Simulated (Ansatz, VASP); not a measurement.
WSe2 in VASP and in Ansatz

```xyz
6
Lattice="3.2706 0.0000 0.0000 -1.6353 2.8324 0.0000 0.0000 0.0000 23.9870" Properties=species:S:1:pos:R:3 pbc="T T T"
W     1.6353    0.9441    3.3011
W     0.0000    1.8883   20.6859
Se    0.0000    1.8883    4.9735
Se    1.6353    0.9441   22.3605
Se    0.0000    1.8883    1.6265
Se    1.6353    0.9441   19.0135
```

Alike in both runs: functional PBEsol; k mesh 9 × 9 × 2; occupations gaussian, width 0.02 eV; no spin polarisation.

Ansatz relaxed the structure, and its values are those at the end. VASP's run is a single point on that final structure, the one shown.

|  | VASP | Ansatz |
| --- | --- | --- |
| version | VASP 6.6.1 | Ansatz 0.2.0 |
| potentials or method | VASP PAW PBE potentials, release 64 (W_sv, Se), cutoff 520 eV | scalar-relativistic, plane waves, PAW |
| valence electrons in the cell | 52 | 92 |

|  | VASP | Ansatz | Ansatz less VASP |
| --- | --- | --- | --- |
| gap on the k mesh at the Fermi level (eV) | 1.51 | 1.50 | -0.002 |
| least direct gap on the mesh (eV) | 1.64 | 1.65 | +0.004 |
| rms of the force components (eV/Å) | 0.029 | 0.000 | -0.0284 |

VASP's potentials were made for PBE, not for PBEsol, and Ansatz warns of the same on its side. VASP's potentials hold 52 valence electrons a cell and Ansatz's 92, so a difference there can come from the potentials and not from the codes.

Spin-orbit coupling is off throughout.
